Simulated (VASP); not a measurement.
# MgO (lda) (Fm-3m) in VASP: elastic constants with LDA

Aim: the elastic constants of MgO (lda) with LDA.

All numbers are computed with VASP 6.6.1; they aren't measurements. Logs are shortened: lines on timing, memory, paths and dates and some standing lists are left out, and cuts for length are marked.

**1. The cell of the first run**

It takes space group Fm-3m (No. 225, cubic). The conventional cell has a = 4.159 Å, b = 4.159 Å, c = 4.159 Å, α = 90.00°, β = 90.00°, γ = 90.00°. Mg (site symmetry m-3m) has 6 O at 2.08 Å within 2.8 Å. O (site symmetry m-3m) has 6 Mg at 2.08 Å within 2.8 Å.

**2. Elastic constants, LDA**

File INCAR:

```
  PREC = Accurate
  ENCUT = 600
  EDIFF = 1E-8
  ISMEAR = 0
  SIGMA = 0.01
  LREAL = F
  LASPH = T
  NELM = 100
  ALGO = Normal
  ISIF = 3
  LWAVE = F
  LCHARG = F
  GGA = CA
  IBRION = 6
  NFREE = 2
  POTIM = 0.015
  NSW = 1
```

File KPOINTS:

```
Automatic mesh
0
Gamma
  10 10 10
```

File POSCAR:

```
MgO
1.0
    0.0000000000      2.0796058485      2.0796058485
    2.0796058485      0.0000000000      2.0796058485
    2.0796058485      2.0796058485      0.0000000000
Mg O
1 1
Direct
    0.0000000000      0.0000000000      0.0000000000
    0.5000000000      0.5000000000      0.5000000000
```

Potentials or basis: VASP PAW LDA potentials, release 64 (Mg, O).

Launch:

```sh
$ cat potpaw_LDA.64/Mg/POTCAR potpaw_LDA.64/O/POTCAR > POTCAR
$ mpirun -np 1 vasp_std > vasp.out
```

OUTCAR:

```text
PREC = Accurate
   ENCUT = 600
   EDIFF = 1E-8
   ISMEAR = 0
   LREAL = F
   LASPH = T
   NELM = 100
   ISIF = 3
   GGA = CA
   IBRION = 6
   NFREE = 2
   POTIM = 0.015
   NSW = 1

 ion  position               nearest neighbor table
   1  0.000  0.000  0.000-   2 2.08   2 2.08   2 2.08   2 2.08   2 2.08   2 2.08
   2  0.500  0.500  0.500-   1 2.08   1 2.08   1 2.08   1 2.08   1 2.08   1 2.08

  LATTYP: Found a face centered cubic cell.
 ALAT       =     4.1592116970

  Lattice vectors:

 A1 = (   0.0000000000,   2.0796058485,   2.0796058485)
 A2 = (   2.0796058485,   0.0000000000,   2.0796058485)
 A3 = (   2.0796058485,   2.0796058485,   0.0000000000)

Analysis of symmetry for initial positions (statically):
=====================================================================
 Subroutine PRICEL returns:
 Original cell was already a primitive cell.

 Routine SETGRP: Setting up the symmetry group for a
 face centered cubic supercell.

 Subroutine GETGRP returns: Found 48 space group operations
 (whereof 48 operations were pure point group operations)
 out of a pool of 48 trial point group operations.

The static configuration has the point symmetry O_h .

Analysis of symmetry for dynamics (positions and initial velocities):
=====================================================================
 Subroutine PRICEL returns:
 Original cell was already a primitive cell.

 Routine SETGRP: Setting up the symmetry group for a
 face centered cubic supercell.

 Subroutine GETGRP returns: Found 48 space group operations
 (whereof 48 operations were pure point group operations)
 out of a pool of 48 trial point group operations.

The dynamic configuration has the point symmetry O_h .

 Subroutine INISYM returns: Found 48 space group operations
 (whereof 48 operations are pure point group operations),
 and found     1 'primitive' translations

----------------------------------------------------------------------------------------

                                     Primitive cell

  volume of cell :      17.9876

  direct lattice vectors                    reciprocal lattice vectors
     0.000000000  2.079605848  2.079605848    -0.240430176  0.240430176  0.240430176
     2.079605848  0.000000000  2.079605848     0.240430176 -0.240430176  0.240430176
     2.079605848  2.079605848  0.000000000     0.240430176  0.240430176 -0.240430176

  length of vectors
     2.941006795  2.941006795  2.941006795     0.416437280  0.416437280  0.416437280

  position of ions in fractional coordinates (direct lattice)
     0.000000000  0.000000000  0.000000000
     0.500000000  0.500000000  0.500000000

  ion indices of the primitive-cell ions
   primitive index   ion index
                 1           1
                 2           2

----------------------------------------------------------------------------------------

 KPOINTS: Automatic mesh

Automatic generation of k-mesh.
 Grid dimensions read from file:
 generate k-points for:   10   10   10

 Generating k-lattice:

  Cartesian coordinates                     Fractional coordinates (reciprocal lattice)
    -0.024043018  0.024043018  0.024043018     0.100000000  0.000000000  0.000000000
     0.024043018 -0.024043018  0.024043018     0.000000000  0.100000000  0.000000000
     0.024043018  0.024043018 -0.024043018     0.000000000  0.000000000  0.100000000

  Length of vectors
[... 101 lines left out ...]
  ---------------------------------------------------
  free energy    TOTEN  =       -13.44824466 eV

  energy without entropy =      -13.44824466  energy(sigma->0) =      -13.44824466

------------------------ aborting loop because EDIFF is reached ----------------------------------------

  FORCE on cell =-STRESS in cart. coord.  units (eV):
  Direction    XX          YY          ZZ          XY          YZ          ZX
  --------------------------------------------------------------------------------------
  -------------------------------------------------------------------------------------
  Total       -0.2197777     -0.2197777     -0.2197777      0.0000000      0.0000000      0.0000000
  in kB      -19.5758745    -19.5758745    -19.5758745      0.0000000      0.0000000      0.0000000
  external PRESSURE =     -19.5758745 kB  Pullay stress =       0.0000000 kB
[... 89 lines left out ...]
  FREE ENERGIE OF THE ION-ELECTRON SYSTEM (eV)
  ---------------------------------------------------
  free  energy   TOTEN  =       -13.4471703757 eV

  energy  without entropy=      -13.4471703757  energy(sigma->0) =      -13.44717038

[... ionic steps 4 to 14 ...]

--------------------------------------- Ionic step       15  -------------------------------------------

 number of electron       8.0000000 magnetization

------------------------ aborting loop because EDIFF is reached ----------------------------------------
[... 67 lines left out ...]
--------------------------------------- Ionic step       17  -------------------------------------------

 number of electron       8.0000000 magnetization

 Free energy of the ion-electron system (eV)
  ---------------------------------------------------
  ext. energy  EPLUGINS =         0.00000000
  ---------------------------------------------------
  free energy    TOTEN  =       -13.44755818 eV

  energy without entropy =      -13.44755818  energy(sigma->0) =      -13.44755818

 E-fermi :   3.2568     XC(G=0): -11.7756

 val. band max:        3.1714000348   @ k =   0.0000   0.0000   0.0000
 cond. band min:       8.2075586741   @ k =   0.0000   0.0000   0.0000
 fundamental gap:      5.0361586393
 Fermi energy:         3.2568485980

 k-point     1 :       0.0000    0.0000    0.0000
  band No.  band energies     occupation
      1     -14.0326      2.00000
      2       3.1711      2.00000
      3       3.1714      2.00000
      4       3.1714      2.00000
      5       8.2076      0.00000
      6      18.9054      0.00000
      7      18.9059      0.00000
      8      18.9059      0.00000
[... 243 lines left out ...]
 k-point    24 :       0.4000    0.3000    0.0000
  band No.  band energies     occupation
      1     -12.6421      2.00000
      2      -0.5832      2.00000
      3       1.7856      2.00000
      4       2.0202      2.00000
      5      12.8784      0.00000
      6      13.3080      0.00000
      7      16.8982      0.00000
      8      21.5298      0.00000

 [... further k-points ...]
[... 5 lines left out ...]
  --------------------------------------------------------------------------------------
  -------------------------------------------------------------------------------------
  Total       -0.2101698     -0.2204523     -0.2204523     -0.0000000      0.0000000     -0.0000000
  in kB      -18.7200830    -19.6359599    -19.6359599     -0.0000000      0.0000000     -0.0000000
  external PRESSURE =     -19.3306676 kB  Pullay stress =       0.0000000 kB
[... 17 lines left out ...]
  FREE ENERGIE OF THE ION-ELECTRON SYSTEM (eV)
  ---------------------------------------------------
  free  energy   TOTEN  =       -13.4475581765 eV

  energy  without entropy=      -13.4475581765  energy(sigma->0) =      -13.44755818

 INTERNAL STRAIN TENSORS FROM STRAINED CELLS
 ============================================

 INTERNAL STRAIN TENSOR FOR ION    1 for displacements in x,y,z  (eV/Angst):
          X           Y           Z          XY          YZ          ZX
  --------------------------------------------------------------------------------
  x    -0.00000     0.00000    -0.00000    -0.00000     0.00000    -0.00000
  y    -0.00000     0.00000     0.00000     0.00000    -0.00000    -0.00000
  z     0.00000    -0.00000     0.00000     0.00000     0.00000     0.00000

 INTERNAL STRAIN TENSORS FROM DISPLACED ATOMS
 ============================================

 INTERNAL STRAIN TENSOR FOR ION    1 for displacements in x,y,z  (eV/Angst):
          X           Y           Z          XY          YZ          ZX
  --------------------------------------------------------------------------------
  x     0.00000     0.00000     0.00000     0.00000     0.00000     0.00000
  y     0.00000     0.00000     0.00000     0.00000     0.00000     0.00000
  z     0.00000     0.00000     0.00000     0.00000     0.00000     0.00000

 INTERNAL STRAIN TENSOR FOR ION    2 for displacements in x,y,z  (eV/Angst):
          X           Y           Z          XY          YZ          ZX
  --------------------------------------------------------------------------------
  x     0.00000     0.00000     0.00000     0.00000     0.00000     0.00000
  y     0.00000     0.00000     0.00000     0.00000     0.00000     0.00000
  z     0.00000     0.00000     0.00000     0.00000     0.00000     0.00000

 Eigenvectors and eigenvalues of the dynamical matrix
 ----------------------------------------------------

   1 f  =   12.432895 THz    78.118184 2PiTHz  414.716739 cm-1    51.418299 meV
             X         Y         Z           dx          dy          dz
      0.000000  0.000000  0.000000     0.000000    0.630120    0.000000
      2.079606  2.079606  2.079606     0.000000   -0.776498    0.000000
[... 21 lines left out ...]
   6 f/i=    0.000989 THz     0.006216 2PiTHz    0.032999 cm-1     0.004091 meV
             X         Y         Z           dx          dy          dz
      0.000000  0.000000  0.000000     0.000000    0.000000    0.776498
      2.079606  2.079606  2.079606     0.000000    0.000000    0.630120

--------------------------------------------------------------------------------------------------------

 ELASTIC MODULI CONTR FROM IONIC RELAXATION (kBar)
 Direction    XX          YY          ZZ          XY          YZ          ZX
 --------------------------------------------------------------------------------
 XX           0.0000      0.0000      0.0000      0.0000      0.0000      0.0000
 YY           0.0000      0.0000      0.0000      0.0000      0.0000      0.0000
 ZZ           0.0000      0.0000      0.0000      0.0000      0.0000      0.0000
 XY           0.0000      0.0000      0.0000      0.0000      0.0000      0.0000
 YZ           0.0000      0.0000      0.0000      0.0000      0.0000      0.0000
 ZX           0.0000      0.0000      0.0000      0.0000      0.0000      0.0000
 --------------------------------------------------------------------------------

 TOTAL ELASTIC MODULI (kBar)
 Direction    XX          YY          ZZ          XY          YZ          ZX
 --------------------------------------------------------------------------------
 XX        3277.8063    955.4968    955.4968     -0.0000     -0.0000     -0.0000
 YY         955.4968   3277.8063    955.4968      0.0000     -0.0000      0.0000
 ZZ         955.4968    955.4968   3277.8063      0.0000      0.0000      0.0000
 XY          -0.0000      0.0000      0.0000   1546.8790      0.0000      0.0000
 YZ          -0.0000     -0.0000      0.0000      0.0000   1546.8790      0.0000
 ZX          -0.0000      0.0000      0.0000      0.0000      0.0000   1546.8790
 --------------------------------------------------------------------------------
```

Run time: 5.5 min. Hardware: 1 thread of Intel Xeon 8259CL, shared host; peak memory 0.22 GiB.

What came out:

| Quantity | Value |
| --- | --- |
| Elastic constants C11, C12, C44 | 328, 96, 155 GPa |
| Voigt bulk modulus | 173 GPa |
| Highest phonon frequency at Γ, LO-TO splitting left out | 415 cm⁻¹ |

Phonon frequencies in cm⁻¹ (negative: imaginary):
| q point | frequencies |
| --- | --- |
| (0.000, 0.000, 0.000) | 0 0 0 415 415 415 |

Elastic tensor in Voigt notation (GPa, in the Cartesian axes of the cell as first typed):
```
328  96  96   0   0   0
 96 328  96   0   0   0
 96  96 328   0   0   0
  0   0   0 155   0   0
  0   0   0   0 155   0
  0   0   0   0   0 155
```

Clamped-ion elastic tensor (GPa):
```
328  96  96   0   0   0
 96 328  96   0   0   0
 96  96 328   0   0   0
  0   0   0 155   0   0
  0   0   0   0 155   0
  0   0   0   0   0 155
```

Caveat: the cell is under stress, which shifts elastic constants.
